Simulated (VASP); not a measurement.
# Co (P-3m1) in VASP: notebook

Runs on Co. Level: LDA. Tasks: single point.

Everything below comes from runs of VASP 6.6.1. Logs are shortened: lines on timing, memory, paths and dates and some standing lists are left out, and cuts for length are marked.

## 1. The cell of the first run

It takes space group P-3m1 (No. 164, trigonal). Conventional cell: a = 2.487 Å, b = 2.487 Å, c = 4.063 Å, α = 90.00°, β = 90.00°, γ = 120.00°. Within 3.2 Å of Co (site symmetry 3m) lie 12 Co at 2.42 to 2.55 Å.

## 2. Single point, LDA, collinear spin, antiferromagnetic start

INCAR

```
ALGO = Normal
EDIFF = 1E-6
ENCUT = 520
ISIF = 2
ISMEAR = -1
ISPIN = 2
LASPH = True
LCHARG = False
LMAXMIX = 4
LORBIT = 11
LREAL = False
LWAVE = False
MAGMOM = 3.2 -3.2
NBANDS = 20
NELM = 150
PREC = Accurate
SIGMA = 0.1
```

KPOINTS

```
k-points
0
Gamma
  15 15 8
```

POSCAR

```
Co
1.0
    2.4873600000      0.0000000000      0.0000000000
   -1.2436800000      2.1541200000      0.0000000000
    0.0000000000      0.0000000000      4.0632900000
Co
2
Direct
    0.6666666667      0.3333333333      0.2598600000
    0.3333333333      0.6666666667      0.7401400000
```

Potentials or basis: VASP PAW LDA potentials, release 64 (Co).

Run with:

```
$ cat potpaw_LDA.64/Co/POTCAR > POTCAR
$ mpirun -np 1 vasp_std > vasp.out
```

OUTCAR:

```text
EDIFF = 1E-6
   ENCUT = 520
   ISIF = 2
   ISMEAR = -1
   ISPIN = 2
   LASPH = True
   LORBIT = 11
   LREAL = False
   NELM = 150
   PREC = Accurate

 ion  position               nearest neighbor table
   1  0.667  0.333  0.260-   2 2.42   2 2.42   2 2.42   2 2.55   2 2.55   2 2.55
   2  0.333  0.667  0.740-   1 2.42   1 2.42   1 2.42   1 2.55   1 2.55   1 2.55

  LATTYP: Found a hexagonal cell.
 ALAT       =     2.4873600000
 C/A-ratio  =     1.6335753570

  Lattice vectors:

 A1 = (   2.4873600000,   0.0000000000,   0.0000000000)
 A2 = (  -1.2436800000,   2.1541200000,   0.0000000000)
 A3 = (   0.0000000000,   0.0000000000,   4.0632900000)

Analysis of symmetry for initial positions (statically):
=====================================================================
 Subroutine PRICEL returns:
 Original cell was already a primitive cell.

 Routine SETGRP: Setting up the symmetry group for a
 hexagonal supercell.

 Subroutine GETGRP returns: Found 12 space group operations
 (whereof 12 operations were pure point group operations)
 out of a pool of 24 trial point group operations.

The static configuration has the point symmetry D_3d.

Analysis of symmetry for dynamics (positions and initial velocities):
=====================================================================
 Subroutine PRICEL returns:
 Original cell was already a primitive cell.

 Routine SETGRP: Setting up the symmetry group for a
 hexagonal supercell.

 Subroutine GETGRP returns: Found 12 space group operations
 (whereof 12 operations were pure point group operations)
 out of a pool of 24 trial point group operations.

The dynamic configuration has the point symmetry D_3d.

Analysis of structural, dynamic, and magnetic symmetry:
=====================================================================
 Subroutine PRICEL returns:
 Original cell was already a primitive cell.

 Routine SETGRP: Setting up the symmetry group for a
 hexagonal supercell.

 Subroutine GETGRP returns: Found 12 space group operations
 (whereof 12 operations were pure point group operations)
 out of a pool of 24 trial point group operations.

The overall configuration has the point symmetry D_3d.

 Subroutine INISYM returns: Found 12 space group operations
 (whereof 12 operations are pure point group operations),
 and found     1 'primitive' translations

----------------------------------------------------------------------------------------

                                     Primitive cell

  volume of cell :      21.7714

  direct lattice vectors                    reciprocal lattice vectors
     2.487360000  0.000000000  0.000000000     0.402032677  0.232113346  0.000000000
    -1.243680000  2.154120000  0.000000000     0.000000000  0.464226691  0.000000000
     0.000000000  0.000000000  4.063290000     0.000000000  0.000000000  0.246105988

  length of vectors
     2.487360000  2.487362643  4.063290000     0.464227184  0.464226691  0.246105988

  position of ions in fractional coordinates (direct lattice)
     0.666666667  0.333333333  0.259860000
     0.333333333  0.666666667  0.740140000

  ion indices of the primitive-cell ions
   primitive index   ion index
                 1           1
                 2           2

----------------------------------------------------------------------------------------

 KPOINTS: k-points

Automatic generation of k-mesh.
 Grid dimensions read from file:
 generate k-points for:   15   15    8

 Generating k-lattice:

  Cartesian coordinates                     Fractional coordinates (reciprocal lattice)
     0.026802178  0.015474223  0.000000000     0.066666667  0.000000000  0.000000000
     0.000000000  0.030948446  0.000000000     0.000000000  0.066666667  0.000000000
     0.000000000  0.000000000  0.030763249     0.000000000  0.000000000  0.125000000

  Length of vectors
     0.030948479  0.030948446  0.030763249

  Shift w.r.t. Gamma in fractional coordinates (k-lattice)
     0.000000000  0.000000000  0.000000000

 Subroutine IBZKPT returns following result:
 ===========================================

 Found    192 irreducible k-points:

 Following reciprocal coordinates:
            Coordinates               Weight
  0.000000  0.000000  0.000000      1.000000
  0.066667  0.000000  0.000000      6.000000
  0.133333  0.000000  0.000000      6.000000
  0.200000  0.000000  0.000000      6.000000
  0.266667  0.000000  0.000000      6.000000
  0.333333  0.000000  0.000000      6.000000
[... 16 lines left out ...]
  0.333333  0.200000  0.000000     12.000000
  0.400000  0.200000  0.000000      6.000000
 [... further k-points ...]
   k-points           NKPTS =    192   k-points in BZ     NKDIM =    192   number of bands    NBANDS=     20
   number of dos      NEDOS =    301   number of ions     NIONS =      2
   total plane-waves  NPLWV =   9720
   dimension x,y,z NGX =    18 NGY =   18 NGZ =   30
   dimension x,y,z NGXF=    36 NGYF=   36 NGZF=   60
   ions per type =               2
   NGX,Y,Z   is equivalent  to a cutoff of  12.03, 12.03, 12.27 a.u.
   NGXF,Y,Z  is equivalent  to a cutoff of  24.06, 24.06, 24.55 a.u.
 SYSTEM =  unknown system
   PREC   = accura    normal or accurate (medium, high low for compatibility)
   ISTART =      0    job   : 0-new  1-cont  2-samecut
   ICHARG =      2    charge: 1-file 2-atom 10-const
   ISPIN  =      2    spin polarized calculation?
   LNONCOLLINEAR =      F non collinear calculations
   LSORBIT =      F    spin-orbit coupling
   LASPH  =      T    aspherical Exc in radial PAW
   ENCUT  =  520.0 eV  38.22 Ry    6.18 a.u.   4.62  4.62  7.56*2*pi/ulx,y,z
   NELM   =    150;   NELMIN=  2; NELMDL= -5     # of ELM steps
   EDIFF  = 0.1E-05   stopping-criterion for ELM
   LREAL  =      F    real-space projection
   EDIFFG = 0.1E-04   stopping-criterion for IOM
   NSW    =      0    number of steps for IOM
   IBRION =     -1    ionic relax: 0-MD 1-quasi-New 2-CG
   NFREE  =      0    steps in history (QN), initial steepest desc. (CG)
   ISIF   =      2    stress and relaxation
   ISYM   =      2    0-nonsym 1-usesym 2-fastsym
   POTIM  = 0.5000    time-step for ionic-motion
   TEBEG  =    0.0;   TEEND  =   0.0 temperature during run
   PSTRESS=    0.0 pullay stress
   NELECT =      18.0000    total number of electrons
   NUPDOWN=      -1.0000    fix difference up-down
   EMIN   =  10.00;   EMAX   =-10.00  energy-range for DOS
   EFERMI =   0.00;   METHOD = LEGACY
   ISMEAR =    -1;   SIGMA  =   0.10  broadening in eV -4-tet -1-fermi 0-gaus
   EFERMI_NEDOS =   21; number of points for ismear=-14 and -15
   IALGO  =     38    algorithm
   IMIX   =      4    mixing-type and parameters
     AMIX     =   0.40;   BMIX     =  1.00
     AMIX_MAG =   1.60;   BMIX_MAG =  1.00
  volume/ion in A,a.u.               =      10.89        73.46
  Fermi-wavevector in a.u.,A,eV,Ry     =   1.536515  2.903593 32.121711  2.360879
  Thomas-Fermi vector in A             =   2.643153
   LORBIT       =     11    0 simple, 1 ext, 2 COOP (PROOUT), +10 PAW based schemes
   GGA     = CA    functional components
   LHFCALC =     F    Hartree Fock is set to
   AEXX    =    0.0000 exact exchange contribution
   IVDW    =     0    specifies the selected vdW correction
   LEPSILON=     F    determine dielectric tensor
   LRPA    =     F    only Hartree local field effects (RPA)
 spin polarized calculation
  energy-cutoff  :      520.00
  volume of cell :       21.77
 maximum number of plane-waves:       600
   NGX =  9   NGY =  9   NGZ = 15

 number of electron      18.0000001 magnetization       0.0000000

 number of electron      18.0000001 magnetization      -0.0000000

 Free energy of the ion-electron system (eV)
  ---------------------------------------------------
  ext. energy  EPLUGINS =         0.00000000
  ---------------------------------------------------
  free energy    TOTEN  =       -15.88464332 eV

  energy without entropy =      -15.69631583  energy(sigma->0) =      -15.79047957

 E-fermi :   9.8043     XC(G=0): -13.7290

 val. band max:        9.8009996437   @ k =   0.2000   0.1333   0.3750
 cond. band min:       9.8043676399   @ k =   0.3333   0.3333   0.1250
 fundamental gap:      0.0033679962
 Fermi energy:         9.8043100429

 spin component 1

 k-point     1 :       0.0000    0.0000    0.0000
  band No.  band energies     occupation
      1       1.0501      1.00000
      2       5.1896      1.00000
      3       7.9568      1.00000
      4       8.0410      1.00000
      5       8.0411      1.00000
      6       8.3357      1.00000
[... 12 lines left out ...]
     19      36.0552      0.00000
     20      36.0553      0.00000

 k-point     2 :       0.0667    0.0000    0.0000
  band No.  band energies     occupation
      1       1.2071      1.00000
      2       5.2919      1.00000
      3       7.8141      1.00000
      4       8.1175      1.00000
      5       8.1567      1.00000
      6       8.2926      1.00000
[... 12 lines left out ...]
     19      37.8062      0.00000
     20      37.9642      0.00000

 k-point     3 :       0.1333    0.0000    0.0000
  band No.  band energies     occupation
      1       1.6686      1.00000
      2       5.5693      1.00000
      3       7.5800      1.00000
      4       8.0161      1.00000
      5       8.1696      1.00000
      6       8.3360      1.00000
[... 12 lines left out ...]
     19      36.4716      0.00000
     20      38.9146      0.00000

 k-point     4 :       0.2000    0.0000    0.0000
  band No.  band energies     occupation
      1       2.4013      1.00000
      2       5.9152      1.00000
      3       7.2614      1.00000
      4       7.4601      1.00000
      5       8.0225      1.00000
      6       8.4063      1.00000
[... 429 lines left out ...]
 k-point    23 :       0.3333    0.2000    0.0000
  band No.  band energies     occupation
      1       5.9806      1.00000
      2       6.1664      1.00000
      3       6.2983      1.00000
      4       7.0098      1.00000
      5       7.6997      1.00000
      6       8.0196      1.00000
[... 12 lines left out ...]
     19      29.4684      0.00000
     20      38.9433      0.00000

 k-point    24 :       0.4000    0.2000    0.0000
  band No.  band energies     occupation
      1       6.1092      1.00000
      2       6.1290      1.00000
      3       6.2463      1.00000
      4       7.1435      1.00000
      5       7.7338      1.00000
      6       7.9205      1.00000
[... 12 lines left out ...]
     19      29.2978      0.00000
     20      38.8702      0.00000

 [... further k-points ...]

 spin component 2

 k-point     1 :       0.0000    0.0000    0.0000
  band No.  band energies     occupation
      1       1.0501      1.00000
      2       5.1896      1.00000
      3       7.9568      1.00000
      4       8.0410      1.00000
      5       8.0411      1.00000
      6       8.3357      1.00000
[... 12 lines left out ...]
     19      36.0552      0.00000
     20      36.0553      0.00000

 k-point     2 :       0.0667    0.0000    0.0000
  band No.  band energies     occupation
      1       1.2071      1.00000
      2       5.2919      1.00000
      3       7.8141      1.00000
      4       8.1175      1.00000
      5       8.1567      1.00000
      6       8.2926      1.00000
[... 12 lines left out ...]
     19      37.8062      0.00000
     20      37.9642      0.00000

 k-point     3 :       0.1333    0.0000    0.0000
  band No.  band energies     occupation
      1       1.6686      1.00000
      2       5.5693      1.00000
      3       7.5800      1.00000
      4       8.0161      1.00000
      5       8.1696      1.00000
      6       8.3360      1.00000
[... 12 lines left out ...]
     19      36.4716      0.00000
     20      38.9146      0.00000

 k-point     4 :       0.2000    0.0000    0.0000
  band No.  band energies     occupation
      1       2.4013      1.00000
      2       5.9152      1.00000
      3       7.2614      1.00000
      4       7.4601      1.00000
      5       8.0225      1.00000
      6       8.4063      1.00000
[... 429 lines left out ...]
 k-point    23 :       0.3333    0.2000    0.0000
  band No.  band energies     occupation
      1       5.9806      1.00000
      2       6.1664      1.00000
      3       6.2983      1.00000
      4       7.0098      1.00000
      5       7.6997      1.00000
      6       8.0196      1.00000
[... 12 lines left out ...]
     19      29.4684      0.00000
     20      38.9433      0.00000

 k-point    24 :       0.4000    0.2000    0.0000
  band No.  band energies     occupation
      1       6.1092      1.00000
      2       6.1290      1.00000
      3       6.2463      1.00000
      4       7.1435      1.00000
      5       7.7338      1.00000
      6       7.9205      1.00000
[... 12 lines left out ...]
     19      29.2978      0.00000
     20      38.8702      0.00000

 [... further k-points ...]

------------------------ aborting loop because EDIFF is reached ----------------------------------------

  FORCE on cell =-STRESS in cart. coord.  units (eV):
  Direction    XX          YY          ZZ          XY          YZ          ZX
  --------------------------------------------------------------------------------------
  -------------------------------------------------------------------------------------
  Total       -3.6214078     -3.6214181     -4.0409803      0.0000000     -0.0000000      0.0000000
  in kB     -266.5027277   -266.5034828   -297.3794538      0.0000000     -0.0000000      0.0000000
  external PRESSURE =    -276.7952214 kB  Pullay stress =       0.0000000 kB

 VOLUME and BASIS-vectors are now :
 -----------------------------------------------------------------------------
  energy-cutoff  :      520.00
  volume of cell :       21.77
      direct lattice vectors                 reciprocal lattice vectors
     2.487360000  0.000000000  0.000000000     0.402032677  0.232113346  0.000000000
    -1.243680000  2.154120000  0.000000000     0.000000000  0.464226691  0.000000000
     0.000000000  0.000000000  4.063290000     0.000000000  0.000000000  0.246105988

 POSITION                                       TOTAL-FORCE (eV/Angst)
 -----------------------------------------------------------------------------------
      1.24368      0.71804      1.05589         0.000000      0.000000     -0.447457
     -0.00000      1.43608      3.00740        -0.000000      0.000000      0.447457
 -----------------------------------------------------------------------------------
    total drift:                               -0.000000      0.000000     -0.000000

  FREE ENERGIE OF THE ION-ELECTRON SYSTEM (eV)
  ---------------------------------------------------
  free  energy   TOTEN  =       -15.8846433179 eV

  energy  without entropy=      -15.6963158278  energy(sigma->0) =      -15.79047957

 total charge

# of ion       s       p       d       tot
------------------------------------------
    1        0.483   0.510   7.288   8.280
    2        0.483   0.510   7.288   8.280
--------------------------------------------------
tot          0.965   1.020  14.576  16.561

 magnetization (x)

# of ion       s       p       d       tot
------------------------------------------
    1       -0.000  -0.000  -0.000  -0.000
    2        0.000   0.000   0.000   0.000
--------------------------------------------------
tot          0.000   0.000   0.000   0.000
```

Run time: 2.9 min. Hardware: 1 thread of AMD EPYC 7R43 (Zen 3), shared host; peak memory 0.18 GiB.

What came out:

| Item | Value |
| --- | --- |
| Free energy | -15.8846 eV |
| Pressure | -27.7 GPa |
| Largest force | 0.447 eV/Å |
| Band gap on the k mesh | zero (filled and empty bands overlap) |
| Net moment | 0.00 μB per cell |
| Valence electrons inside the program's atomic spheres | Co 8.28 |

Forces in eV/Å, atoms in the order of the input:
```
Co   0.000  0.000 -0.447
Co   0.000  0.000  0.447
```

Stress tensor (GPa, compression positive):
```
-26.65   0.00   0.00
  0.00 -26.65   0.00
  0.00   0.00 -29.74
```

Caveat: the cell stands under tension.

(Part 1 of 2 ends here.)
